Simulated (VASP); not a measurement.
Crystal: BiTe3O.

```
CELL_PARAMETERS angstrom
4.91372 0.00000 0.00000
0.00000 4.91372 0.00000
0.00000 0.00000 6.81524
ATOMIC_POSITIONS crystal
Bi 0.50000 0.50000 0.51781
Te 0.00000 0.00000 0.36709
Te 0.50000 0.00000 0.73453
Te 0.00000 0.50000 0.73453
O 0.00000 0.00000 0.92603
```

The cell was built from a structure type or drawn by symmetry, and may not be a known phase.

```yaml
Program: VASP 6.6.1
Task: relaxation of cell and atoms
Functional: PBE
Potentials_or_basis: VASP PAW PBE potentials, release 64 (Bi_d, Te, O)
Cutoff: 600 eV
k_mesh: 4 × 4 × 4
Occupations: gaussian, width 0.1 eV
Spin: no spin polarisation
```

At the start: pressure 2.0 GPa; volume 32.91 Å³/atom.

Task: How do energy, volume and symmetry change on relaxing?

Result: Over 33 steps the energy falls by 466.1 meV/atom and the volume is 26.79 Å³/atom (-18.6 %); space group P4mm (No. 99, to 0.1 Å) before and after.

Step by step:
```
step  energy change (eV)  largest force (eV/Å)  pressure (GPa)  volume (Å³)
   1              0.0000                2.6351            2.01       164.55
   2             -0.5413                0.9916           -3.32       174.47
   3             -0.5469                0.9784           -3.77       175.59
   4             -1.1201                0.9464           -2.88       160.59
   5             -1.8306                0.9824            7.35       119.77
   6             -1.8657                1.1490            4.46       126.41
   7             -2.1272                0.6719            2.70       124.84
   8             -2.2235                0.2933            1.77       122.91
   9             -2.2239                0.2880            1.78       123.00
  10             -2.2483                0.3873            0.18       126.43
  11             -2.2495                0.4143           -0.22       127.39
  12             -2.2596                0.3756           -0.18       127.62
  13             -2.2804                0.2315            0.03       128.28
  14             -2.2721                0.2250            0.69       129.58
  15             -2.2849                0.2314            0.24       128.83
  16             -2.2966                0.1999           -0.02       129.96
  17             -2.3136                0.1037           -0.66       133.37
  18             -2.3186                0.2204            0.61       131.53
  19             -2.3204                0.1289            0.17       132.14
  20             -2.3233                0.0652            0.02       132.48
  21             -2.3238                0.0663           -0.07       132.70
  22             -2.3242                0.0627            0.06       132.42
  23             -2.3243                0.0592            0.17       132.21
  24             -2.3245                0.0594            0.17       132.23
  25             -2.3250                0.0603            0.15       132.30
  26             -2.3259                0.0597            0.10       132.44
  27             -2.3270                0.0881            0.03       132.71
  28             -2.3280                0.0865            0.02       132.86
  29             -2.3296                0.0816            0.04       133.33
  30             -2.3296                0.0803            0.05       133.43
  31             -2.3301                0.0632            0.01       133.69
  32             -2.3306                0.0412           -0.09       134.30
  33             -2.3307                0.0396            0.16       133.97
```

Final structure:
```cif
data_structure
_symmetry_space_group_name_H-M 'P 1'
_symmetry_Int_Tables_number 1
_cell_length_a 5.0200
_cell_length_b 5.0200
_cell_length_c 5.3162
_cell_angle_alpha 90.000
_cell_angle_beta 90.000
_cell_angle_gamma 90.000
_cell_volume 133.97
loop_
_atom_site_label
_atom_site_type_symbol
_atom_site_fract_x
_atom_site_fract_y
_atom_site_fract_z
_atom_site_occupancy
Bi1 Bi 0.50000 0.50000 0.48347 1
Te1 Te 0.00000 0.00000 0.29250 1
Te2 Te 0.50000 0.00000 0.82436 1
Te3 Te 0.00000 0.50000 0.82436 1
O1 O 0.00000 0.00000 0.85531 1
```

Caveat: the volume moved by over 15 % at a fixed basis, so the end points are rough; an odd number of electrons without spin polarisation forces a metal; a magnetic or distorted state may lie lower.
